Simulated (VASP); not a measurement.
Here is a VASP 6.6.1 calculation.

The input INCAR:

```
SYSTEM = WC
  ALGO = Normal
  EDIFF = 1E-6
  ENCUT = 520
  GGA = PE
  ISIF = 2
  ISMEAR = -1
  LASPH = .TRUE.
  LCHARG = .TRUE.
  LELF = .TRUE.
  LREAL = Auto
  LVHAR = .TRUE.
  LWAVE = .FALSE.
  NBANDS = 86
  NELM = 100
  PREC = Accurate
  SIGMA = 0.15
```

The input KPOINTS:

```
k-points
0
G
  2 2 1
  0 0 0
```

POSCAR

```
WC
1.0
    5.7308600000      0.0000000000      0.0000000000
   -2.8654300000      4.9630700000      0.0000000000
    0.0000000000      0.0000000000     17.2163950000
W C
8 8
Direct
    0.0000000000      0.0000000000      0.0580841692
    0.0293528538     -0.0028208347      0.2286076731
   -0.0000009086      0.4999929479      0.0580841692
    0.0267074575      0.5273751932      0.2306231938
    0.4999947652      0.0000000000      0.0580841692
    0.5119199067      0.0140437270      0.2327316491
    0.4999938565      0.4999929479      0.0580841692
    0.5163389361      0.5082539638      0.2352408852
    0.3422212794      0.1864370239      0.1309565679
    0.3557511595      0.2115424526      0.2997143130
    0.3350290578      0.6388586097      0.1398492542
    0.3472650782      0.6877597938      0.3116157593
    0.8727433684      0.1890362215      0.1496945208
    0.8160202774      0.1151303528      0.3028043908
    0.8556413977      0.6709153810      0.1326293919
    0.8514393099      0.6632789785      0.2981402320
```

Potentials or basis: VASP PAW PBE potentials, release 64 (W_sv, C).

Command:

```bash
$ cat potpaw_PBE.64/W_sv/POTCAR potpaw_PBE.64/C/POTCAR > POTCAR
$ mpirun -np 1 vasp_std > vasp.out
```

What does it give for the largest force?

4.174 eV/Å.

Estimate the band gap on the k mesh.

zero (bands 72 and 73 overlap by 0.70 eV).

Forces on the atoms (eV/Å):
```
W   -0.019  0.613  0.996
W   -3.147  2.363  1.390
W    1.291 -0.688  1.171
W    1.529 -3.609  1.254
W    0.650  0.103  1.724
W    1.439 -0.172  0.433
W    0.470  1.011  0.363
W   -0.787  2.137 -1.606
C    1.010 -1.854  1.032
C    0.242 -3.120  0.275
C   -0.780  2.603 -0.832
C    0.246 -0.355 -3.183
C   -1.456 -1.252 -2.396
C    0.775  1.236 -1.605
C   -0.794  0.263  0.726
C   -0.671  0.721  0.256
```

Caveat: the k points lie up to 0.63 Å⁻¹ apart, too coarse for converged energies and pressures of a metal; the atoms stand as in a frame of molecular dynamics; spin-orbit coupling is left out, which moves the levels of the heavy elements.
